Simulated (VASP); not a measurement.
# Mg (P6/mmm) in VASP: notebook, part 2 of 2

VASP 6.6.1. Earlier steps stand in the parts before.

**4. Single point, PBEsol**

This run uses another cell than the first one, of 26.01 Å³/atom, 1.060 times its volume.

Input file INCAR:

```
SYSTEM = Mg
ALGO     = Normal         ! electronic algorithm
EDIFF    = 1E-7           ! SCF threshold, eV
ENCUT    = 520            ! plane-wave cutoff, eV
GGA      = PS             ! functional
ISIF     = 2              ! what is computed and relaxed
ISMEAR   = -1             ! smearing method
LASPH    = .TRUE.         ! aspherical terms in the spheres
LCHARG   = .FALSE.        ! write CHGCAR
LREAL    = .FALSE.        ! projectors in reciprocal space
LWAVE    = .FALSE.        ! write WAVECAR
NBANDS   = 7              ! bands
NELM     = 100            ! most SCF steps
PREC     = Accurate       ! precision mode
SIGMA    = 0.15           ! smearing width, eV
```

Input file KPOINTS:

```
k-points
0
G
  11 11 9
  0 0 0
```

Input file POSCAR:

```
Mg
1.0
    3.1101249922      0.0000000000      0.0000000000
   -1.5550624961      2.6934469574      0.0000000000
    0.0000000000      0.0000000000      3.1045558670
Mg
1
Direct
    0.0000000000      0.0000000000      0.0000000000
```

Potentials or basis: VASP PAW PBE potentials, release 64 (Mg).

Command:

```sh
> cat potpaw_PBE.64/Mg/POTCAR > POTCAR
> mpirun -np 1 vasp_std > vasp.out
```

OUTCAR:

```text
SYSTEM = Mg
   EDIFF = 1E-7
   ENCUT = 520
   GGA = PS
   ISIF = 2
   ISMEAR = -1
   LASPH = .TRUE.
   LREAL = .FALSE.
   NELM = 100
   PREC = Accurate

 ion  position               nearest neighbor table
   1  0.000  0.000  0.000-

  LATTYP: Found a hexagonal cell.
 ALAT       =     3.1101249922
 C/A-ratio  =     0.9982093565

  Lattice vectors:

 A1 = (   3.1101249922,   0.0000000000,   0.0000000000)
 A2 = (  -1.5550624961,   2.6934469574,   0.0000000000)
 A3 = (   0.0000000000,   0.0000000000,   3.1045558670)

Analysis of symmetry for initial positions (statically):
=====================================================================
 Subroutine PRICEL returns:
 Original cell was already a primitive cell.

 Routine SETGRP: Setting up the symmetry group for a
 hexagonal supercell.

 Subroutine GETGRP returns: Found 24 space group operations
 (whereof 24 operations were pure point group operations)
 out of a pool of 24 trial point group operations.

The static configuration has the point symmetry D_6h.

Analysis of symmetry for dynamics (positions and initial velocities):
=====================================================================
 Subroutine PRICEL returns:
 Original cell was already a primitive cell.

 Routine SETGRP: Setting up the symmetry group for a
 hexagonal supercell.

 Subroutine GETGRP returns: Found 24 space group operations
 (whereof 24 operations were pure point group operations)
 out of a pool of 24 trial point group operations.

The dynamic configuration has the point symmetry D_6h.

 Subroutine INISYM returns: Found 24 space group operations
 (whereof 24 operations are pure point group operations),
 and found     1 'primitive' translations

----------------------------------------------------------------------------------------

                                     Primitive cell

  volume of cell :      26.0067

  direct lattice vectors                    reciprocal lattice vectors
     3.110124992  0.000000000  0.000000000     0.321530486  0.185635733  0.000000000
    -1.555062496  2.693446957  0.000000000     0.000000000  0.371271466  0.000000000
     0.000000000  0.000000000  3.104555867     0.000000000  0.000000000  0.322107265

  length of vectors
     3.110124992  3.110124737  3.104555867     0.371271435  0.371271466  0.322107265

  position of ions in fractional coordinates (direct lattice)
     0.000000000  0.000000000  0.000000000

  ion indices of the primitive-cell ions
   primitive index   ion index
                 1           1

----------------------------------------------------------------------------------------

 KPOINTS: k-points

Automatic generation of k-mesh.
 Grid dimensions read from file:
 generate k-points for:   11   11    9

 Generating k-lattice:

  Cartesian coordinates                     Fractional coordinates (reciprocal lattice)
     0.029230044  0.016875976  0.000000000     0.090909091  0.000000000  0.000000000
     0.000000000  0.033751951  0.000000000     0.000000000  0.090909091  0.000000000
     0.000000000  0.000000000  0.035789696     0.000000000  0.000000000  0.111111111

  Length of vectors
     0.033751949  0.033751951  0.035789696

  Shift w.r.t. Gamma in fractional coordinates (k-lattice)
     0.000000000  0.000000000  0.000000000

 Subroutine IBZKPT returns following result:
 ===========================================

 Found     80 irreducible k-points:

 Following reciprocal coordinates:
            Coordinates               Weight
  0.000000  0.000000  0.000000      1.000000
  0.090909 -0.000000  0.000000      6.000000
  0.181818  0.000000  0.000000      6.000000
  0.272727  0.000000  0.000000      6.000000
  0.363636  0.000000  0.000000      6.000000
  0.454545  0.000000  0.000000      6.000000
[... 16 lines left out ...]
  0.090909  0.090909  0.111111     12.000000
  0.181818  0.090909  0.111111     24.000000
 [... further k-points ...]
   k-points           NKPTS =     80   k-points in BZ     NKDIM =     80   number of bands    NBANDS=      7
   number of dos      NEDOS =    301   number of ions     NIONS =      1
   total plane-waves  NPLWV =  13824
   dimension x,y,z NGX =    24 NGY =   24 NGZ =   24
   dimension x,y,z NGXF=    48 NGYF=   48 NGZF=   48
   ions per type =               1
   NGX,Y,Z   is equivalent  to a cutoff of  12.83, 12.83, 12.85 a.u.
   NGXF,Y,Z  is equivalent  to a cutoff of  25.66, 25.66, 25.70 a.u.
 SYSTEM =  Mg
   PREC   = accura    normal or accurate (medium, high low for compatibility)
   ISTART =      0    job   : 0-new  1-cont  2-samecut
   ICHARG =      2    charge: 1-file 2-atom 10-const
   ISPIN  =      1    spin polarized calculation?
   LNONCOLLINEAR =      F non collinear calculations
   LSORBIT =      F    spin-orbit coupling
   LASPH  =      T    aspherical Exc in radial PAW
   ENCUT  =  520.0 eV  38.22 Ry    6.18 a.u.   5.78  5.78  5.77*2*pi/ulx,y,z
   NELM   =    100;   NELMIN=  2; NELMDL= -5     # of ELM steps
   EDIFF  = 0.1E-06   stopping-criterion for ELM
   LREAL  =      F    real-space projection
   EDIFFG = 0.1E-05   stopping-criterion for IOM
   NSW    =      0    number of steps for IOM
   IBRION =     -1    ionic relax: 0-MD 1-quasi-New 2-CG
   NFREE  =      0    steps in history (QN), initial steepest desc. (CG)
   ISIF   =      2    stress and relaxation
   ISYM   =      2    0-nonsym 1-usesym 2-fastsym
   POTIM  = 0.5000    time-step for ionic-motion
   TEBEG  =    0.0;   TEEND  =   0.0 temperature during run
   PSTRESS=    0.0 pullay stress
   NELECT =       2.0000    total number of electrons
   NUPDOWN=      -1.0000    fix difference up-down
   EMIN   =  10.00;   EMAX   =-10.00  energy-range for DOS
   EFERMI =   0.00;   METHOD = LEGACY
   ISMEAR =    -1;   SIGMA  =   0.15  broadening in eV -4-tet -1-fermi 0-gaus
   EFERMI_NEDOS =   21; number of points for ismear=-14 and -15
   IALGO  =     38    algorithm
   IMIX   =      4    mixing-type and parameters
     AMIX     =   0.40;   BMIX     =  1.00
     AMIX_MAG =   1.60;   BMIX_MAG =  1.00
  volume/ion in A,a.u.               =      26.01       175.50
  Fermi-wavevector in a.u.,A,eV,Ry     =   0.696182  1.315594  6.594331  0.484670
  Thomas-Fermi vector in A             =   1.779161
   LORBIT       =      0    0 simple, 1 ext, 2 COOP (PROOUT), +10 PAW based schemes
   GGA     = PS    functional components
   LHFCALC =     F    Hartree Fock is set to
   AEXX    =    0.0000 exact exchange contribution
   IVDW    =     0    specifies the selected vdW correction
   LEPSILON=     F    determine dielectric tensor
   LRPA    =     F    only Hartree local field effects (RPA)
 non-spin polarized calculation
  energy-cutoff  :      520.00
  volume of cell :       26.01
 maximum number of plane-waves:       710
 NGX is ok and might be reduce to    24
   NGX = 11   NGY = 11   NGZ = 11

 number of electron       2.0000000 magnetization

 Free energy of the ion-electron system (eV)
  ---------------------------------------------------
  ext. energy  EPLUGINS =         0.00000000
  ---------------------------------------------------
  free energy    TOTEN  =        -1.49726866 eV

  energy without entropy =       -1.45917353  energy(sigma->0) =       -1.47822109

 E-fermi :   1.9385     XC(G=0):  -8.1318

 val. band max:        1.8733542678   @ k =   0.3636   0.2727   0.0000
 cond. band min:       1.9499469419   @ k =   0.3636   0.0909   0.4444
 fundamental gap:      0.0765926741
 Fermi energy:         1.9384994705

 k-point     1 :       0.0000    0.0000    0.0000
  band No.  band energies     occupation
      1      -4.4629      2.00000
      2       9.7407      0.00000
      3      10.3139      0.00000
      4      14.1345      0.00000
      5      14.1345      0.00000
      6      14.9565      0.00000
      7      14.9565      0.00000

 k-point     2 :       0.0909   -0.0000    0.0000
  band No.  band energies     occupation
      1      -4.2911      2.00000
      2       9.6839      0.00000
      3      10.4585      0.00000
      4      11.9328      0.00000
      5      13.0494      0.00000
      6      14.7935      0.00000
      7      16.3356      0.00000
[... 201 lines left out ...]
 k-point    23 :       0.0909    0.0909    0.1111
  band No.  band energies     occupation
      1      -3.7580      2.00000
      2       7.5255      0.00000
      3      10.2739      0.00000
      4      10.9308      0.00000
      5      13.8071      0.00000
      6      15.8748      0.00000
      7      16.6253      0.00000

 k-point    24 :       0.1818    0.0909    0.1111
  band No.  band energies     occupation
      1      -3.0775      2.00000
      2       7.2853      0.00000
      3       8.3637      0.00000
      4       9.9525      0.00000
      5      13.9295      0.00000
      6      15.8926      0.00000
      7      18.1132      0.00000

 [... further k-points ...]
[... 5 lines left out ...]
  --------------------------------------------------------------------------------------
  -------------------------------------------------------------------------------------
  Total       -0.1578488     -0.1578487     -0.1546714      0.0000000      0.0000000      0.0000000
  in kB       -9.7244721     -9.7244700     -9.5287271      0.0000000      0.0000000      0.0000000
  external PRESSURE =      -9.6592231 kB  Pullay stress =       0.0000000 kB

 VOLUME and BASIS-vectors are now :
 -----------------------------------------------------------------------------
  energy-cutoff  :      520.00
  volume of cell :       26.01
      direct lattice vectors                 reciprocal lattice vectors
     3.110124992  0.000000000  0.000000000     0.321530486  0.185635733  0.000000000
    -1.555062496  2.693446957  0.000000000     0.000000000  0.371271466  0.000000000
     0.000000000  0.000000000  3.104555867     0.000000000  0.000000000  0.322107265

 POSITION                                       TOTAL-FORCE (eV/Angst)
 -----------------------------------------------------------------------------------
      0.00000      0.00000      0.00000         0.000000      0.000000      0.000000
 -----------------------------------------------------------------------------------
    total drift:                                0.000000      0.000000      0.000000

  FREE ENERGIE OF THE ION-ELECTRON SYSTEM (eV)
  ---------------------------------------------------
  free  energy   TOTEN  =        -1.4972686560 eV

  energy  without entropy=       -1.4591735290  energy(sigma->0) =       -1.47822109
```

Run time: 3.5 s. Hardware: 1 thread of Intel Xeon 6975P-C (Granite Rapids), shared host; peak memory 0.14 GiB.

Results:

```yaml
Free_energy: -1.4973 eV
Pressure: -1.0 GPa
Band_gap_on_the_k_mesh: zero (band 1 reaches 4.10 eV, above the bottom of band 2 at 0.33 eV)
```

Caveat: the PAW data sets were made with another functional, which shifts forces and pressure a little.

**5. Summary**

| cell | gap on the mesh (eV) | pressure (GPa) |
| --- | --- | --- |
| a = 3.050, b = 3.050, c = 3.045 Å, angles 90.0, 90.0, 120.0°, 1 atom | none | 0.7 |
| a = 3.081, b = 3.081, c = 3.075 Å, angles 90.0, 90.0, 120.0°, 1 atom | none | -0.2 |
| a = 3.110, b = 3.110, c = 3.105 Å, angles 90.0, 90.0, 120.0°, 1 atom | none | -1.0 |

Alike in all rows: task single point; level PBEsol; potentials or basis VASP PAW PBE potentials, release 64 (Mg); no spin polarisation; k mesh 11 × 11 × 9; cutoff (eV) 520; smearing fermi-dirac 0.15 eV.

Caveats: the PAW data sets were made with another functional, which shifts forces and pressure a little.

Absolute energies hang on the potentials; compare differences alone.
